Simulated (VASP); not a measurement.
# Ba2CaBe2 (P4/nmm) in VASP: notebook

Aim: see how the results for Ba2CaBe2 move with the level of theory and the settings. Levels: PBE, PBEsol, revPBE, PBE+D3(BJ). Tasks: single point.

Everything below comes from runs of VASP 6.6.1. Logs are shortened: lines on timing, memory, paths and dates and some standing lists are left out, and cuts for length are marked.

## (1) The cell of the first run

Symmetry: P4/nmm, No. 129, tetragonal system. Conventional cell: a = 4.628 Å, b = 4.628 Å, c = 11.420 Å, α = 90.00°, β = 90.00°, γ = 90.00°. Ba (site symmetry 4mm) has 5 Be at 2.76 to 2.97 Å and 4 Ca at 3.53 Å within 3.6 Å. Within 3.5 Å of Ba (site symmetry -4m2) lie 4 Be at 2.62 Å and 4 Ba at 3.27 Å. Within 4.7 Å of Ca (site symmetry 4mm) lie 9 Ba at 3.53 to 4.35 Å and 9 Be at 3.66 to 4.10 Å and 4 Ca at 4.63 Å. Within 3.5 Å of Be (site symmetry 4mm) lie 5 Ba at 2.62 to 2.97 Å. Be (site symmetry -4m2) has 4 Ba at 2.76 Å and 4 Be at 3.27 Å and 4 Ca at 3.67 Å within 3.7 Å.

## (2) Single point, PBE

Contents of INCAR:

```
SYSTEM = Ba2CaBe2
PREC = Accurate
ENCUT = 520
EDIFF = 1E-6
ISMEAR = 0
SIGMA = 0.013
LREAL = .False.
LASPH = .True.
NELM = 60
ALGO = Normal
ISIF = 2
LWAVE = .False.
LCHARG = .True.
GGA = PE
LELF = .True.
LVHAR = .True.
NBANDS = 45
```

Contents of KPOINTS:

```
regular mesh
0
Gamma
  4 4 2
  0 0 0
```

Contents of POSCAR:

```
Ba2CaBe2
1.0
    4.6280070000      0.0000000000      0.0000000000
    0.0000000000      4.6280070000      0.0000000000
    0.0000000000      0.0000000000     11.4203560000
Ba Ca Be
4 2 4
Direct
    0.2500000000      0.2500000000      0.3680000000
    0.7500000000      0.7500000000      0.6320000000
    0.7500000000      0.2500000000      0.0000000000
    0.2500000000      0.7500000000      0.0000000000
    0.2500000000      0.2500000000      0.7490000000
    0.7500000000      0.7500000000      0.2510000000
    0.2500000000      0.2500000000      0.1080000000
    0.7500000000      0.7500000000      0.8920000000
    0.7500000000      0.2500000000      0.5000000000
    0.2500000000      0.7500000000      0.5000000000
```

Potentials or basis: VASP PAW PBE potentials, release 64 (Ba_sv, Ca_sv, Be).

On the command line:

```console
> cat potpaw_PBE.64/Ba_sv/POTCAR potpaw_PBE.64/Ca_sv/POTCAR potpaw_PBE.64/Be/POTCAR > POTCAR
> mpirun -np 1 vasp_std > vasp.out
```

OUTCAR:

```text
SYSTEM = Ba2CaBe2
   PREC = Accurate
   ENCUT = 520
   EDIFF = 1E-6
   ISMEAR = 0
   LREAL = .False.
   LASPH = .True.
   NELM = 60
   ISIF = 2
   GGA = PE

 ion  position               nearest neighbor table
   1  0.250  0.250  0.368-   9 2.76  10 2.76  10 2.76   9 2.76   7 2.97   6 3.53   6 3.53   6 3.53
                             6 3.53   2 4.45   2 4.45   2 4.45   2 4.45
   2  0.750  0.750  0.632-   9 2.76  10 2.76   9 2.76  10 2.76   8 2.97   5 3.53   5 3.53   5 3.53
                             5 3.53   1 4.45   1 4.45   1 4.45   1 4.45
   3  0.750  0.250  0.000-   7 2.62   8 2.62   8 2.62   7 2.62   4 3.27   4 3.27   4 3.27   4 3.27
                             5 3.68   5 3.68   6 3.68   6 3.68
   4  0.250  0.750  0.000-   7 2.62   8 2.62   7 2.62   8 2.62   3 3.27   3 3.27   3 3.27   3 3.27
                             5 3.68   6 3.68   5 3.68   6 3.68
   5  0.250  0.250  0.749-   2 3.53   2 3.53   2 3.53   2 3.53   4 3.68   4 3.68   3 3.68   3 3.68

   6  0.750  0.750  0.251-   1 3.53   1 3.53   1 3.53   1 3.53   3 3.68   4 3.68   4 3.68   3 3.68

   7  0.250  0.250  0.108-   3 2.62   4 2.62   4 2.62   3 2.62   1 2.97
   8  0.750  0.750  0.892-   3 2.62   4 2.62   3 2.62   4 2.62   2 2.97
   9  0.750  0.250  0.500-   1 2.76   2 2.76   2 2.76   1 2.76
  10  0.250  0.750  0.500-   1 2.76   2 2.76   1 2.76   2 2.76

  LATTYP: Found a simple tetragonal cell.
 ALAT       =     4.6280070000
 C/A-ratio  =     2.4676617818

  Lattice vectors:

 A1 = (   4.6280070000,   0.0000000000,   0.0000000000)
 A2 = (   0.0000000000,   4.6280070000,   0.0000000000)
 A3 = (   0.0000000000,   0.0000000000,  11.4203560000)

Analysis of symmetry for initial positions (statically):
=====================================================================
 Subroutine PRICEL returns:
 Original cell was already a primitive cell.

 Routine SETGRP: Setting up the symmetry group for a
 simple tetragonal supercell.

 Subroutine GETGRP returns: Found 16 space group operations
 (whereof  4 operations were pure point group operations)
 out of a pool of 16 trial point group operations.

The static configuration has the point symmetry C_2h.
 The point group associated with its full space group is D_4h.

Analysis of symmetry for dynamics (positions and initial velocities):
=====================================================================
 Subroutine PRICEL returns:
 Original cell was already a primitive cell.

 Routine SETGRP: Setting up the symmetry group for a
 simple tetragonal supercell.

 Subroutine GETGRP returns: Found 16 space group operations
 (whereof  4 operations were pure point group operations)
 out of a pool of 16 trial point group operations.

The dynamic configuration has the point symmetry C_2h.
 The point group associated with its full space group is D_4h.

 Subroutine INISYM returns: Found 16 space group operations
 (whereof  4 operations are pure point group operations),
 and found     1 'primitive' translations

----------------------------------------------------------------------------------------

                                     Primitive cell

  volume of cell :     244.6063

  direct lattice vectors                    reciprocal lattice vectors
     4.628007000  0.000000000  0.000000000     0.216075732  0.000000000  0.000000000
     0.000000000  4.628007000  0.000000000     0.000000000  0.216075732  0.000000000
     0.000000000  0.000000000 11.420356000     0.000000000  0.000000000  0.087562945

  length of vectors
     4.628007000  4.628007000 11.420356000     0.216075732  0.216075732  0.087562945

  position of ions in fractional coordinates (direct lattice)
     0.250000000  0.250000000  0.368000000
     0.750000000  0.750000000  0.632000000
     0.750000000  0.250000000  0.000000000
     0.250000000  0.750000000  0.000000000
     0.250000000  0.250000000  0.749000000
     0.750000000  0.750000000  0.251000000
     0.250000000  0.250000000  0.108000000
     0.750000000  0.750000000  0.892000000
     0.750000000  0.250000000  0.500000000
     0.250000000  0.750000000  0.500000000

  ion indices of the primitive-cell ions
   primitive index   ion index
                 1           1
                 2           2
                 3           3
                 4           4
                 5           5
                 6           6
                 7           7
                 8           8
                 9           9
                10          10

----------------------------------------------------------------------------------------

 KPOINTS: regular mesh

Automatic generation of k-mesh.
 Grid dimensions read from file:
 generate k-points for:    4    4    2

 Generating k-lattice:

  Cartesian coordinates                     Fractional coordinates (reciprocal lattice)
     0.054018933  0.000000000  0.000000000     0.250000000  0.000000000  0.000000000
     0.000000000  0.054018933  0.000000000     0.000000000  0.250000000  0.000000000
     0.000000000  0.000000000  0.043781472     0.000000000  0.000000000  0.500000000

  Length of vectors
     0.054018933  0.054018933  0.043781472

  Shift w.r.t. Gamma in fractional coordinates (k-lattice)
     0.000000000  0.000000000  0.000000000

 Subroutine IBZKPT returns following result:
 ===========================================

 Found     12 irreducible k-points:

 Following reciprocal coordinates:
            Coordinates               Weight
  0.000000  0.000000  0.000000      1.000000
  0.250000  0.000000  0.000000      4.000000
  0.500000  0.000000  0.000000      2.000000
  0.250000  0.250000  0.000000      4.000000
  0.500000  0.250000  0.000000      4.000000
  0.500000  0.500000  0.000000      1.000000
  0.000000  0.000000  0.500000      1.000000
  0.250000  0.000000  0.500000      4.000000
  0.500000  0.000000  0.500000      2.000000
  0.250000  0.250000  0.500000      4.000000
  0.500000  0.250000  0.500000      4.000000
  0.500000  0.500000  0.500000      1.000000
   k-points           NKPTS =     12   k-points in BZ     NKDIM =     12   number of bands    NBANDS=     45
   number of dos      NEDOS =    301   number of ions     NIONS =     10
   total plane-waves  NPLWV = 116640
   dimension x,y,z NGX =    36 NGY =   36 NGZ =   90
   dimension x,y,z NGXF=    72 NGYF=   72 NGZF=  180
   ions per type =               4   2   4
   NGX,Y,Z   is equivalent  to a cutoff of  12.93, 12.93, 13.10 a.u.
   NGXF,Y,Z  is equivalent  to a cutoff of  25.86, 25.86, 26.20 a.u.
 SYSTEM =  Ba2CaBe2
   PREC   = accura    normal or accurate (medium, high low for compatibility)
   ISTART =      0    job   : 0-new  1-cont  2-samecut
   ICHARG =      2    charge: 1-file 2-atom 10-const
   ISPIN  =      1    spin polarized calculation?
   LNONCOLLINEAR =      F non collinear calculations
   LSORBIT =      F    spin-orbit coupling
   LASPH  =      T    aspherical Exc in radial PAW
   ENCUT  =  520.0 eV  38.22 Ry    6.18 a.u.   8.61  8.61 21.23*2*pi/ulx,y,z
   NELM   =     60;   NELMIN=  2; NELMDL= -5     # of ELM steps
   EDIFF  = 0.1E-05   stopping-criterion for ELM
   LREAL  =      F    real-space projection
   EDIFFG = 0.1E-04   stopping-criterion for IOM
   NSW    =      0    number of steps for IOM
   IBRION =     -1    ionic relax: 0-MD 1-quasi-New 2-CG
   NFREE  =      0    steps in history (QN), initial steepest desc. (CG)
   ISIF   =      2    stress and relaxation
   ISYM   =      2    0-nonsym 1-usesym 2-fastsym
   POTIM  = 0.5000    time-step for ionic-motion
   TEBEG  =    0.0;   TEEND  =   0.0 temperature during run
   PSTRESS=    0.0 pullay stress
   NELECT =      68.0000    total number of electrons
   NUPDOWN=      -1.0000    fix difference up-down
   EMIN   =  10.00;   EMAX   =-10.00  energy-range for DOS
   EFERMI =   0.00;   METHOD = LEGACY
   ISMEAR =     0;   SIGMA  =   0.01  broadening in eV -4-tet -1-fermi 0-gaus
   EFERMI_NEDOS =   21; number of points for ismear=-14 and -15
   IALGO  =     38    algorithm
   IMIX   =      4    mixing-type and parameters
     AMIX     =   0.40;   BMIX     =  1.00
     AMIX_MAG =   1.60;   BMIX_MAG =  1.00
  volume/ion in A,a.u.               =      24.46       165.07
  Fermi-wavevector in a.u.,A,eV,Ry     =   1.068453  2.019083 15.532287  1.141591
  Thomas-Fermi vector in A             =   2.204101
   LORBIT       =      0    0 simple, 1 ext, 2 COOP (PROOUT), +10 PAW based schemes
   GGA     = PE    functional components
   LHFCALC =     F    Hartree Fock is set to
   AEXX    =    0.0000 exact exchange contribution
   IVDW    =     0    specifies the selected vdW correction
   LEPSILON=     F    determine dielectric tensor
   LRPA    =     F    only Hartree local field effects (RPA)
 non-spin polarized calculation
 Gauss-broadening in eV      SIGMA  =   0.01
  energy-cutoff  :      520.00
  volume of cell :      244.61
 maximum number of plane-waves:      6635
 NGX is ok and might be reduce to    36
   NGX = 17   NGY = 17   NGZ = 43

 number of electron      68.0000004 magnetization

 Free energy of the ion-electron system (eV)
  ---------------------------------------------------
  ext. energy  EPLUGINS =         0.00000000
  ---------------------------------------------------
  free energy    TOTEN  =       -14.76183847 eV

  energy without entropy =      -14.75911652  energy(sigma->0) =      -14.76047749

 E-fermi :   3.4847     XC(G=0):  -9.3350

 val. band max:        3.4837115696   @ k =   0.0000   0.0000   0.5000
 cond. band min:       3.4910751885   @ k =   0.5000   0.0000   0.0000
 fundamental gap:      0.0073636189
 Fermi energy:         3.4846641471

 k-point     1 :       0.0000    0.0000    0.0000
  band No.  band energies     occupation
      1     -38.1663      2.00000
      2     -38.1663      2.00000
      3     -24.4225      2.00000
      4     -23.5186      2.00000
      5     -23.5063      2.00000
      6     -23.4773      2.00000
[... 37 lines left out ...]
     44       5.9599      0.00000
     45       5.9931      0.00000
[... 487 lines left out ...]
      5     -23.4734      2.00000
      6     -23.4734      2.00000
[... 37 lines left out ...]
     44       6.0045      0.00000
     45       6.1622      0.00000

------------------------ aborting loop because EDIFF is reached ----------------------------------------

  FORCE on cell =-STRESS in cart. coord.  units (eV):
  Direction    XX          YY          ZZ          XY          YZ          ZX
  --------------------------------------------------------------------------------------
  -------------------------------------------------------------------------------------
  Total       24.3912203     24.3912203     16.3979037     -0.0000000      0.0000000     -0.0000000
  in kB      159.7630911    159.7630911    107.4066713     -0.0000000      0.0000000     -0.0000000
  external PRESSURE =     142.3109512 kB  Pullay stress =       0.0000000 kB

 VOLUME and BASIS-vectors are now :
 -----------------------------------------------------------------------------
  energy-cutoff  :      520.00
  volume of cell :      244.61
      direct lattice vectors                 reciprocal lattice vectors
     4.628007000  0.000000000  0.000000000     0.216075732  0.000000000  0.000000000
     0.000000000  4.628007000  0.000000000     0.000000000  0.216075732  0.000000000
     0.000000000  0.000000000 11.420356000     0.000000000  0.000000000  0.087562945

 POSITION                                       TOTAL-FORCE (eV/Angst)
 -----------------------------------------------------------------------------------
      1.15700      1.15700      4.20269        -0.000000     -0.000000     -1.500289
      3.47101      3.47101      7.21766        -0.000000      0.000000      1.500289
      3.47101      1.15700      0.00000         0.000000     -0.000000      0.000000
      1.15700      3.47101      0.00000        -0.000000     -0.000000     -0.000000
      1.15700      1.15700      8.55385        -0.000000     -0.000000     -0.531287
      3.47101      3.47101      2.86651         0.000000      0.000000      0.531287
      1.15700      1.15700      1.23340         0.000000     -0.000000      2.616124
      3.47101      3.47101     10.18696        -0.000000     -0.000000     -2.616124
      3.47101      1.15700      5.71018         0.000000     -0.000000      0.000000
      1.15700      3.47101      5.71018         0.000000      0.000000      0.000000
 -----------------------------------------------------------------------------------
    total drift:                                0.000000      0.000000      0.000000

  FREE ENERGIE OF THE ION-ELECTRON SYSTEM (eV)
  ---------------------------------------------------
  free  energy   TOTEN  =       -14.7618384694 eV

  energy  without entropy=      -14.7591165195  energy(sigma->0) =      -14.76047749
```

Wall time 4.7 min (1 thread of Intel Xeon 8259CL, shared host); peak memory 0.4 GiB.

Results:

```
Free energy            : -14.7618 eV
Pressure               : 14.2 GPa
Largest force          : 2.616 eV/Å
Band gap on the k mesh : zero (bands 34 and 35 overlap by 1.03 eV)
```

Forces on the atoms (eV/Å):
```
Ba   0.000  0.000 -1.500
Ba   0.000  0.000  1.500
Ba   0.000  0.000  0.000
Ba   0.000  0.000  0.000
Ca   0.000  0.000 -0.531
Ca   0.000  0.000  0.531
Be   0.000  0.000  2.616
Be   0.000  0.000 -2.616
Be   0.000  0.000  0.000
Be   0.000  0.000  0.000
```

Stress tensor (GPa, compression positive):
```
15.98  0.00  0.00
 0.00 15.98  0.00
 0.00  0.00 10.74
```

Caveat: the cell stands under pressure; spin-orbit coupling is left out, which moves the levels of the heavy elements; forces of over 1 eV/Å act on the atoms, so gaps and moduli don't describe the material at rest.

(Continued in part 2 of 2.)
